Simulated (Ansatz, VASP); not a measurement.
**Two plane-wave programs on Sb**

The input INCAR:

```
SYSTEM = Sb
  PREC = Accurate
  ENCUT = 500
  EDIFF = 1E-6
  ISMEAR = 1
  SIGMA = 0.074
  LREAL = .FALSE.
  LASPH = .TRUE.
  NELM = 120
  ALGO = Normal
  ISIF = 2
  LWAVE = .FALSE.
  LCHARG = .FALSE.
  GGA = PE
  IVDW = 12
  NBANDS = 12
  GGA_COMPAT = .FALSE.
```

Contents of KPOINTS:

```
regular mesh
0
G
  6 4 4
  0 0 0
```

The input POSCAR:

```
Sb
1.0
    3.1224020000      0.0000000000      0.0000000000
    0.0000000000      4.3475180000      0.0000000000
   -0.0389150000      0.0000000000      4.4058520000
Sb
2
Direct
    0.9886110000      0.7500000000      0.7588340000
    0.0113890000      0.2500000000      0.2411660000
```

Input for Ansatz:

```yaml
crystal:
  lattice:
    - [3.122402, 0.0, 0.0]
    - [0.0, 4.347518, 0.0]
    - [-0.038915, 0.0, 4.405852]
  atoms:
    - { symbol: Sb, position: [0.988611, 0.75, 0.758834] }
    - { symbol: Sb, position: [0.011389, 0.25, 0.241166] }
basis:
  ecutwfc: 420
kpoints:
  mp_grid: { grid: [6, 4, 4] }
hamiltonian:
  xc: pbe
  dispersion: d3bj
scf:
  occupations: { method: methfessel_paxton, width: 0.074 }
  max_iter: 80
  convergence: { dr2_threshold: "1e-6 eV" }
output:
  forces: true
  stress: true
  eigenvalues: true
```

Alike in both runs: task single point; functional PBE; dispersion D3(BJ); k mesh 6 × 4 × 4; occupations methfessel-paxton of order 1, width 0.074 eV; no spin polarisation.

|  | VASP | Ansatz |
| --- | --- | --- |
| version | VASP 6.6.1 | Ansatz 0.2.0 |
| potentials or method | VASP PAW PBE potentials, release 64 (Sb), cutoff 500 eV | scalar-relativistic, plane waves, PAW |
| valence electrons in the cell | 10 | 30 |

Ansatz gave:

```
gap on the k mesh at the Fermi level (eV)                     : none
pressure (GPa)                                                : -1.8
traceless stress, the component that is largest in VASP (GPa) : -4.38
rms of the force components (eV/Å)                            : 0.039
```

Problem. Estimate VASP's values.

Solution. gap on the k mesh at the Fermi level (eV): none; pressure (GPa): -1.8; traceless stress, the component that is largest in VASP (GPa): -4.37; rms of the force components (eV/Å): 0.044.

Atom by atom the forces differ by 0.005 eV/Å (rms over components). A gap of «none» marks a metal or a gap that the smearing closes. VASP's potentials hold 10 valence electrons a cell and Ansatz's 30, so a difference there can come from the potentials and not from the codes. Ansatz's warnings: force scf threshold loose, stress scf threshold loose.

The k mesh is coarse, so the values compare programs but aren't converged. Neither program's run includes spin-orbit coupling.
